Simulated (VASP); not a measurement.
# SiNi (P2_13) in VASP: further runs, part 2 of 2

VASP 6.6.1. Earlier steps stand in the parts before.

## (3) Single point, PBEsol, collinear spin, ferromagnetic start

The input, INCAR:

```
SYSTEM = SiNi
ALGO = Normal
EDIFF = 1E-6
ENCUT = 590
GGA = PS
GGA_COMPAT = .False.
ISIF = 2
ISMEAR = -1
ISPIN = 2
LASPH = .True.
LCHARG = .False.
LMAXMIX = 4
LORBIT = 11
LREAL = .False.
LWAVE = .False.
MAGMOM = 2 2 2 2 0 0 0 0
NBANDS = 58
NELM = 200
NUPDOWN = 8.0
PREC = Accurate
SIGMA = 0.05
```

The input, KPOINTS:

```
k-points
0
Gamma
  5 5 5
  0 0 0
```

The input, POSCAR:

```
SiNi
1.0
    4.5036940000      0.0000000000      0.0000000000
    0.0000000000      4.5036940000      0.0000000000
    0.0000000000      0.0000000000      4.5036940000
Ni Si
4 4
Direct
    0.1495040000      0.1495040000      0.1495040000
    0.6495040000      0.3504960000      0.8504960000
    0.8504960000      0.6495040000      0.3504960000
    0.3504960000      0.8504960000      0.6495040000
    0.8468300000      0.8468300000      0.8468300000
    0.3468300000      0.6531700000      0.1531700000
    0.1531700000      0.3468300000      0.6531700000
    0.6531700000      0.1531700000      0.3468300000
```

Potentials or basis: VASP PAW PBE potentials, release 64 (Ni_sv_GW, Si).

Run with:

```
> cat potpaw_PBE.64/Ni_sv_GW/POTCAR potpaw_PBE.64/Si/POTCAR > POTCAR
> mpirun -np 1 vasp_std > vasp.out
```

OUTCAR:

```text
SYSTEM = SiNi
   EDIFF = 1E-6
   ENCUT = 590
   GGA = PS
   ISIF = 2
   ISMEAR = -1
   ISPIN = 2
   LASPH = .True.
   LORBIT = 11
   LREAL = .False.
   NELM = 200
   NUPDOWN = 8.0
   PREC = Accurate

 ion  position               nearest neighbor table
   1  0.150  0.150  0.150-   5 2.36   6 2.41   7 2.41   8 2.41   6 2.44   7 2.44   8 2.44
   2  0.650  0.350  0.850-   6 2.36   5 2.41   7 2.41   8 2.41   7 2.44   8 2.44   5 2.44
   3  0.850  0.650  0.350-   7 2.36   6 2.41   5 2.41   8 2.41   8 2.44   5 2.44   6 2.44
   4  0.350  0.850  0.650-   8 2.36   6 2.41   7 2.41   5 2.41   6 2.44   7 2.44   5 2.44
   5  0.847  0.847  0.847-   1 2.36   2 2.41   3 2.41   4 2.41   2 2.44   3 2.44   4 2.44   6 2.78
                             7 2.78   8 2.78   8 2.78   7 2.78   6 2.78
   6  0.347  0.653  0.153-   2 2.36   1 2.41   3 2.41   4 2.41   3 2.44   4 2.44   1 2.44   8 2.78
                             5 2.78   7 2.78   7 2.78   8 2.78   5 2.78
   7  0.153  0.347  0.653-   3 2.36   2 2.41   1 2.41   4 2.41   4 2.44   1 2.44   2 2.44   8 2.78
                             5 2.78   6 2.78   5 2.78   6 2.78   8 2.78
   8  0.653  0.153  0.347-   4 2.36   2 2.41   3 2.41   1 2.41   2 2.44   3 2.44   1 2.44   7 2.78
                             5 2.78   5 2.78   6 2.78   6 2.78   7 2.78

  LATTYP: Found a simple cubic cell.
 ALAT       =     4.5036940000

  Lattice vectors:

 A1 = (   4.5036940000,   0.0000000000,   0.0000000000)
 A2 = (   0.0000000000,   4.5036940000,   0.0000000000)
 A3 = (   0.0000000000,   0.0000000000,   4.5036940000)

Analysis of symmetry for initial positions (statically):
=====================================================================
 Subroutine PRICEL returns:
 Original cell was already a primitive cell.

 Routine SETGRP: Setting up the symmetry group for a
 simple cubic supercell.

 Subroutine GETGRP returns: Found 12 space group operations
[... 839 lines left out ...]

 k-point     1 :       0.0000    0.0000    0.0000
  band No.  band energies     occupation
      1     -92.9459      1.00000
      2     -92.9403      1.00000
      3     -92.9403      1.00000
      4     -92.9403      1.00000
      5     -53.6027      1.00000
      6     -53.6027      1.00000
[... 638 lines left out ...]
     55      17.9150      0.00000
     56      18.0771      0.00000
 [bands above 56 left out]

------------------------ aborting loop because EDIFF is reached ----------------------------------------

  FORCE on cell =-STRESS in cart. coord.  units (eV):
  Direction    XX          YY          ZZ          XY          YZ          ZX
  --------------------------------------------------------------------------------------
  -------------------------------------------------------------------------------------
  Total        8.5109016      8.5109016      8.5109016     -0.0000000     -0.0000000      0.0000000
  in kB      149.2724035    149.2724035    149.2724035     -0.0000000     -0.0000000      0.0000000
  external PRESSURE =     149.2724035 kB  Pullay stress =       0.0000000 kB

 VOLUME and BASIS-vectors are now :
 -----------------------------------------------------------------------------
  energy-cutoff  :      590.00
  volume of cell :       91.35
      direct lattice vectors                 reciprocal lattice vectors
     4.503694000  0.000000000  0.000000000     0.222039952  0.000000000  0.000000000
     0.000000000  4.503694000  0.000000000     0.000000000  0.222039952  0.000000000
     0.000000000  0.000000000  4.503694000     0.000000000  0.000000000  0.222039952

 POSITION                                       TOTAL-FORCE (eV/Angst)
 -----------------------------------------------------------------------------------
      0.67332      0.67332      0.67332        -0.131041     -0.131041     -0.131041
      2.92517      1.57853      3.83037        -0.131041      0.131041      0.131041
      3.83037      2.92517      1.57853         0.131041     -0.131041      0.131041
      1.57853      3.83037      2.92517         0.131041      0.131041     -0.131041
      3.81386      3.81386      3.81386        -0.112669     -0.112669     -0.112669
      1.56202      2.94168      0.68983        -0.112669      0.112669      0.112669
      0.68983      1.56202      2.94168         0.112669     -0.112669      0.112669
      2.94168      0.68983      1.56202         0.112669      0.112669     -0.112669
 -----------------------------------------------------------------------------------
    total drift:                               -0.000001     -0.000001     -0.000000

  FREE ENERGIE OF THE ION-ELECTRON SYSTEM (eV)
  ---------------------------------------------------
  free  energy   TOTEN  =       -47.1936867538 eV

  energy  without entropy=      -47.1507970788  energy(sigma->0) =      -47.17224192

 total charge

# of ion       s       p       d       f       tot
--------------------------------------------------
    1        2.251   6.377   7.783   0.004  16.415
    2        2.251   6.377   7.783   0.004  16.415
    3        2.251   6.377   7.783   0.004  16.415
    4        2.251   6.377   7.783   0.004  16.415
    5        0.777   0.858   0.000   0.000   1.635
    6        0.777   0.858   0.000   0.000   1.635
    7        0.777   0.858   0.000   0.000   1.635
    8        0.777   0.858   0.000   0.000   1.635
--------------------------------------------------
tot         12.113  28.942  31.130   0.018  72.202

 magnetization (x)

# of ion       s       p       d       f       tot
--------------------------------------------------
    1        0.047   0.069   1.146   0.002   1.264
    2        0.047   0.069   1.146   0.002   1.264
    3        0.047   0.069   1.146   0.002   1.264
    4        0.047   0.069   1.146   0.002   1.264
    5        0.123   0.190   0.000   0.000   0.314
    6        0.123   0.190   0.000   0.000   0.314
    7        0.123   0.190   0.000   0.000   0.314
    8        0.123   0.190   0.000   0.000   0.314
--------------------------------------------------
tot          0.679   1.039   4.585   0.007   6.310
```

Wall time 96 s (1 thread of Intel Xeon 6975P-C (Granite Rapids), shared host); peak memory 0.3 GiB.

Results:

```
Free energy                                           : -47.1937 eV
Pressure                                              : 14.9 GPa
Largest force                                         : 0.227 eV/Å
Net moment                                            : 8.00 μB per cell
Site moments                                          : Ni +1.26; Si +0.31 μB
Valence electrons inside the program's atomic spheres : Ni 16.41; Si 1.64
```

Forces on the atoms (eV/Å):
```
Ni  -0.131 -0.131 -0.131
Ni  -0.131  0.131  0.131
Ni   0.131 -0.131  0.131
Ni   0.131  0.131 -0.131
Si  -0.113 -0.113 -0.113
Si  -0.113  0.113  0.113
Si   0.113 -0.113  0.113
Si   0.113  0.113 -0.113
```

Caveat: the cell stands under pressure; the PAW data sets were made with another functional, which shifts forces and pressure a little; the total moment is fixed, so each spin has its own Fermi level.

## (4) Single point, PBE, collinear spin, ferromagnetic start

The input, INCAR:

```
SYSTEM = SiNi
PREC = Accurate
ENCUT = 520
EDIFF = 1E-7
ISMEAR = 0
SIGMA = 0.015
LREAL = .False.
LASPH = .True.
NELM = 150
ALGO = Normal
ISIF = 2
LWAVE = .False.
LCHARG = .False.
ISPIN = 2
MAGMOM = 1 1 1 1 0 0 0 0
LORBIT = 11
LMAXMIX = 4
GGA = PE
NBANDS = 42
```

The input, KPOINTS:

```
regular mesh
0
Gamma
  6 6 6
  0 0 0
```

POSCAR is that of step 3.

Potentials or basis: VASP PAW PBE potentials, release 64 (Ni, Si).

Run with:

```
> cat potpaw_PBE.64/Ni/POTCAR potpaw_PBE.64/Si/POTCAR > POTCAR
> mpirun -np 1 vasp_std > vasp.out
```

Run time: 2.9 min. Hardware: 1 thread of AMD EPYC 7R13 (Zen 3), shared host; peak memory 0.28 GiB.

The run converged. Its results:

| Item | Value |
| --- | --- |
| Free energy | -46.8173 eV |
| Pressure | 1.8 GPa |
| Largest force | 0.030 eV/Å |
| Band gap on the k mesh | zero (filled and empty bands overlap) |
| Net moment | 0.00 μB per cell |
| Valence electrons inside the program's atomic spheres | Ni 9.55; Si 1.58 |

Forces in eV/Å, atoms in the order of the input:
```
Ni  -0.017 -0.017 -0.017
Ni  -0.017  0.017  0.017
Ni   0.017 -0.017  0.017
Ni   0.017  0.017 -0.017
Si  -0.011 -0.011 -0.011
Si  -0.011  0.011  0.011
Si   0.011 -0.011  0.011
Si   0.011  0.011 -0.011
```

Levels at points of the mesh, in eV from the Fermi level:
Spin up:
| k point | band 26 | band 27 | band 28 | band 29 | band 30 | band 31 |
| --- | --- | --- | --- | --- | --- | --- |
| (0.00, 0.00, 0.00) | -1.61 | -1.61 | 0.96 | 0.96 | 0.96 | 1.37 |
| (0.50, 0.00, 0.00) | -1.98 | -0.61 | -0.61 | -0.21 | -0.21 | 2.73 |
| (0.50, 0.50, 0.00) | -1.52 | -0.98 | -0.98 | 0.32 | 0.32 | 0.86 |
| (0.50, 0.50, 0.50) | -1.77 | -1.77 | -1.77 | 4.16 | 4.16 | 4.16 |
Spin down:
| k point | band 26 | band 27 | band 28 | band 29 | band 30 | band 31 |
| --- | --- | --- | --- | --- | --- | --- |
| (0.00, 0.00, 0.00) | -1.61 | -1.61 | 0.96 | 0.96 | 0.96 | 1.37 |
| (0.50, 0.00, 0.00) | -1.98 | -0.61 | -0.61 | -0.21 | -0.21 | 2.73 |
| (0.50, 0.50, 0.00) | -1.52 | -0.98 | -0.98 | 0.32 | 0.32 | 0.86 |
| (0.50, 0.50, 0.50) | -1.77 | -1.77 | -1.77 | 4.16 | 4.16 | 4.16 |

## (5) Single point, LDA, collinear spin, ferromagnetic start

This run uses another cell than the first one, of 10.87 Å³/atom.

The input, INCAR:

```
SYSTEM = SiNi
PREC = Accurate ; ENCUT = 520
EDIFF = 1E-6 ; ISMEAR = -1
SIGMA = 0.05 ; LREAL = .FALSE.
LASPH = .TRUE. ; NELM = 150
ALGO = Normal ; ISIF = 2
LWAVE = .FALSE. ; LCHARG = .TRUE.
ISPIN = 2 ; MAGMOM = 1 1 1 1 0 0 0 0
LORBIT = 11 ; LMAXMIX = 4
LELF = .TRUE. ; LVHAR = .TRUE.
NBANDS = 42
```

The input, KPOINTS:

```
Automatic mesh
0
G
  6 6 6
  0 0 0
```

The input, POSCAR:

```
SiNi
1.0
    4.4301637120      0.0000000000      0.0000000000
    0.0000000000      4.4301637120      0.0000000000
    0.0000000000      0.0000000000      4.4301637120
Ni Si
4 4
Direct
    0.1489059899      0.1489059899      0.1489059899
    0.6489059899      0.3510940101      0.8510940101
    0.8510940101      0.6489059899      0.3510940101
    0.3510940101      0.8510940101      0.6489059899
    0.8462556590      0.8462556590      0.8462556590
    0.3462556590      0.6537443410      0.1537443410
    0.1537443410      0.3462556590      0.6537443410
    0.6537443410      0.1537443410      0.3462556590
```

Potentials or basis: VASP PAW LDA potentials, release 64 (Ni, Si).

Run with:

```
> cat potpaw_LDA.64/Ni/POTCAR potpaw_LDA.64/Si/POTCAR > POTCAR
> mpirun -np 1 vasp_std > vasp.out
```

OUTCAR:

```text
SYSTEM = SiNi
   PREC = Accurate
   ENCUT = 520
   EDIFF = 1E-6
   ISMEAR = -1
   LREAL = .FALSE.
   LASPH = .TRUE.
   NELM = 150
   ISIF = 2
   ISPIN = 2
   LORBIT = 11

 ion  position               nearest neighbor table
   1  0.149  0.149  0.149-   5 2.32   6 2.36   7 2.36   8 2.36   6 2.40   7 2.40   8 2.40   3 2.73
                             4 2.73   2 2.73   4 2.73   3 2.73   2 2.73
   2  0.649  0.351  0.851-   6 2.32   5 2.36   7 2.36   8 2.36   7 2.40   8 2.40   5 2.40   1 2.73
                             3 2.73   3 2.73   4 2.73   4 2.73   1 2.73
   3  0.851  0.649  0.351-   7 2.32   6 2.36   5 2.36   8 2.36   8 2.40   5 2.40   6 2.40   1 2.73
                             2 2.73   2 2.73   1 2.73   4 2.73   4 2.73
   4  0.351  0.851  0.649-   8 2.32   6 2.36   7 2.36   5 2.36   6 2.40   7 2.40   5 2.40   1 2.73
                             1 2.73   2 2.73   2 2.73   3 2.73   3 2.73
   5  0.846  0.846  0.846-   1 2.32   2 2.36   3 2.36   4 2.36   2 2.40   3 2.40   4 2.40   6 2.74
                             7 2.74   8 2.74   8 2.74   7 2.74   6 2.74
   6  0.346  0.654  0.154-   2 2.32   1 2.36   3 2.36   4 2.36   3 2.40   4 2.40   1 2.40   8 2.74
                             5 2.74   7 2.74   7 2.74   8 2.74   5 2.74
   7  0.154  0.346  0.654-   3 2.32   2 2.36   1 2.36   4 2.36   4 2.40   1 2.40   2 2.40   8 2.74
                             5 2.74   6 2.74   5 2.74   6 2.74   8 2.74
   8  0.654  0.154  0.346-   4 2.32   2 2.36   3 2.36   1 2.36   2 2.40   3 2.40   1 2.40   7 2.74
                             5 2.74   5 2.74   6 2.74   6 2.74   7 2.74

  LATTYP: Found a simple cubic cell.
 ALAT       =     4.4301637120

  Lattice vectors:

 A1 = (   4.4301637120,   0.0000000000,   0.0000000000)
 A2 = (   0.0000000000,   4.4301637120,   0.0000000000)
 A3 = (   0.0000000000,   0.0000000000,   4.4301637120)

Analysis of symmetry for initial positions (statically):
=====================================================================
 Subroutine PRICEL returns:
 Original cell was already a primitive cell.

 Routine SETGRP: Setting up the symmetry group for a
 simple cubic supercell.

 Subroutine GETGRP returns: Found 12 space group operations
 (whereof  3 operations were pure point group operations)
 out of a pool of 48 trial point group operations.

[... 1242 lines left out ...]
      5       6.0353      1.00000
      6       6.0353      1.00000
[... 1021 lines left out ...]
     39      19.2264      0.00000
     40      19.2264      0.00000
 [bands above 40 left out]

------------------------ aborting loop because EDIFF is reached ----------------------------------------

  FORCE on cell =-STRESS in cart. coord.  units (eV):
  Direction    XX          YY          ZZ          XY          YZ          ZX
  --------------------------------------------------------------------------------------
  -------------------------------------------------------------------------------------
  Total        0.1766272      0.1766272      0.1766272      0.0000000     -0.0000000      0.0000000
  in kB        3.2546846      3.2546846      3.2546846      0.0000000     -0.0000000      0.0000000
  external PRESSURE =       3.2546846 kB  Pullay stress =       0.0000000 kB

 VOLUME and BASIS-vectors are now :
 -----------------------------------------------------------------------------
  energy-cutoff  :      520.00
  volume of cell :       86.95
      direct lattice vectors                 reciprocal lattice vectors
     4.430163712  0.000000000  0.000000000     0.225725293  0.000000000  0.000000000
     0.000000000  4.430163712  0.000000000     0.000000000  0.225725293  0.000000000
     0.000000000  0.000000000  4.430163712     0.000000000  0.000000000  0.225725293

 POSITION                                       TOTAL-FORCE (eV/Angst)
 -----------------------------------------------------------------------------------
      0.65968      0.65968      0.65968         0.002366      0.002366      0.002366
      2.87476      1.55540      3.77049         0.002366     -0.002366     -0.002366
      3.77049      2.87476      1.55540        -0.002366      0.002366     -0.002366
      1.55540      3.77049      2.87476        -0.002366     -0.002366      0.002366
      3.74905      3.74905      3.74905         0.004895      0.004895      0.004895
      1.53397      2.89619      0.68111         0.004895     -0.004895     -0.004895
      0.68111      1.53397      2.89619        -0.004895      0.004895     -0.004895
      2.89619      0.68111      1.53397        -0.004895     -0.004895      0.004895
 -----------------------------------------------------------------------------------
    total drift:                                0.000000     -0.000000     -0.000000

  FREE ENERGIE OF THE ION-ELECTRON SYSTEM (eV)
  ---------------------------------------------------
  free  energy   TOTEN  =       -54.2719366907 eV

  energy  without entropy=      -54.2496988159  energy(sigma->0) =      -54.26081775

 total charge

# of ion       s       p       d       tot
------------------------------------------
    1        0.480   0.659   8.546   9.685
    2        0.480   0.659   8.546   9.685
    3        0.480   0.659   8.546   9.685
    4        0.480   0.659   8.546   9.685
    5        0.742   0.884   0.000   1.625
    6        0.742   0.884   0.000   1.625
    7        0.742   0.884   0.000   1.625
    8        0.742   0.884   0.000   1.625
--------------------------------------------------
tot          4.887   6.171  34.184  45.242

 magnetization (x)

# of ion       s       p       d       tot
------------------------------------------
    1        0.000   0.000   0.000   0.000
    2        0.000   0.000   0.000   0.000
    3        0.000   0.000   0.000   0.000
    4        0.000   0.000   0.000   0.000
    5        0.000  -0.000   0.000  -0.000
    6        0.000  -0.000   0.000  -0.000
    7        0.000  -0.000   0.000  -0.000
    8        0.000  -0.000   0.000  -0.000
--------------------------------------------------
tot          0.000  -0.000   0.000   0.000
```

OSZICAR:

```text
N       E                     dE             d eps       ncg     rms          rms(c)
DAV:   1     0.377287997004E+03    0.37729E+03   -0.23678E+04  4032   0.162E+03
DAV:   2    -0.245105060341E+02   -0.40180E+03   -0.38014E+03  4032   0.352E+02
DAV:   3    -0.586480367305E+02   -0.34138E+02   -0.32451E+02  4568   0.119E+02
DAV:   4    -0.597411914172E+02   -0.10932E+01   -0.10846E+01  4830   0.199E+01
DAV:   5    -0.597763979500E+02   -0.35207E-01   -0.35178E-01  4886   0.335E+00    0.291E+01
DAV:   6    -0.649953684993E+02   -0.52190E+01   -0.74246E+01  4834   0.132E+02    0.300E+01
DAV:   7    -0.542758887531E+02    0.10719E+02   -0.30039E+01  4610   0.896E+01    0.607E+00
DAV:   8    -0.543744744771E+02   -0.98586E-01   -0.28200E+00  5634   0.100E+01    0.352E+00
DAV:   9    -0.542732324093E+02    0.10124E+00   -0.26655E-01  4870   0.719E+00    0.670E-01
DAV:  10    -0.542730217113E+02    0.21070E-03   -0.14756E-02  4672   0.970E-01    0.442E-01
DAV:  11    -0.542722933461E+02    0.72837E-03   -0.51027E-04  6198   0.168E-01    0.242E-01
DAV:  12    -0.542719457887E+02    0.34756E-03   -0.39285E-04  5664   0.313E-01    0.500E-02
DAV:  13    -0.542719439991E+02    0.17896E-05   -0.81268E-05  4982   0.696E-02    0.293E-02
DAV:  14    -0.542719388710E+02    0.51281E-05   -0.21632E-06  3352   0.134E-02    0.170E-02
DAV:  15    -0.542719365853E+02    0.22858E-05   -0.31637E-06  4114   0.133E-02    0.556E-03
DAV:  16    -0.542719366907E+02   -0.10542E-06   -0.18008E-06  2726   0.778E-03
   1 F= -.54271937E+02 E0= -.54260818E+02  d E =-.222379E-01  mag=    -0.0000
```

stdout:

```text
POSCAR found type information on POSCAR NiSi
 POSCAR found :  2 types and       8 ions
 scaLAPACK will be used
 LDA part: xc-table for (Slater(with rela. corr.)+CA(PZ))
 , standard interpolation
 POSCAR, INCAR and KPOINTS ok, starting setup
 FFT: planning ... GRIDC
 FFT: planning ... GRID_SOFT
 FFT: planning ... GRID
 WAVECAR not read
 entering main loop
```

Run time: 4.7 min. Hardware: 1 thread of AMD EPYC 7R43 (Zen 3), shared host; peak memory 0.22 GiB.

What came out:

| Item | Value |
| --- | --- |
| Free energy | -54.2719 eV |
| Pressure | 0.3 GPa |
| Largest force | 0.008 eV/Å |
| Band gap on the k mesh | zero (filled and empty bands overlap) |
| Net moment | 0.00 μB per cell |
| Valence electrons inside the program's atomic spheres | Ni 9.69; Si 1.62 |

Forces in eV/Å, atoms in the order of the input:
```
Ni   0.002  0.002  0.002
Ni   0.002 -0.002 -0.002
Ni  -0.002  0.002 -0.002
Ni  -0.002 -0.002  0.002
Si   0.005  0.005  0.005
Si   0.005 -0.005 -0.005
Si  -0.005  0.005 -0.005
Si  -0.005 -0.005  0.005
```

## (6) The runs side by side

| level | potentials or basis | fixed moment (μB) | cell | k mesh | cutoff (eV) | smearing | gap on the mesh (eV) | pressure (GPa) | moment (μB) | largest force (eV/Å) |
| --- | --- | --- | --- | --- | --- | --- | --- | --- | --- | --- |
| PBE | VASP PAW PBE potentials, release 64 (Ni, Si) | - | a = 4.504 Å, 8 atoms | 6 × 6 × 6 | 600 | gaussian 0.014 eV | none | 1.7 | 0.00 | 0.03 |
| PBEsol | VASP PAW PBE potentials, release 64 (Ni_sv_GW, Si) | 8.0 | a = 4.504 Å, 8 atoms | 5 × 5 × 5 | 590 | fermi-dirac 0.05 eV | - | 14.9 | 8.00 | 0.23 |
| PBE | VASP PAW PBE potentials, release 64 (Ni, Si) | - | a = 4.504 Å, 8 atoms | 6 × 6 × 6 | 520 | gaussian 0.015 eV | none | 1.8 | 0.00 | 0.03 |
| LDA | VASP PAW LDA potentials, release 64 (Ni, Si) | - | a = 4.430 Å, 8 atoms | 6 × 6 × 6 | 520 | fermi-dirac 0.05 eV | none | 0.3 | 0.00 | 0.01 |

Alike in all rows: task single point; spin collinear, ferromagnetic start.

Caveats: the cell stands under pressure (at least some runs); the PAW data sets were made with another functional, which shifts forces and pressure a little (at least some runs); the total moment is fixed, so each spin has its own Fermi level (at least some runs).

Absolute energies hang on the potentials; compare differences alone.
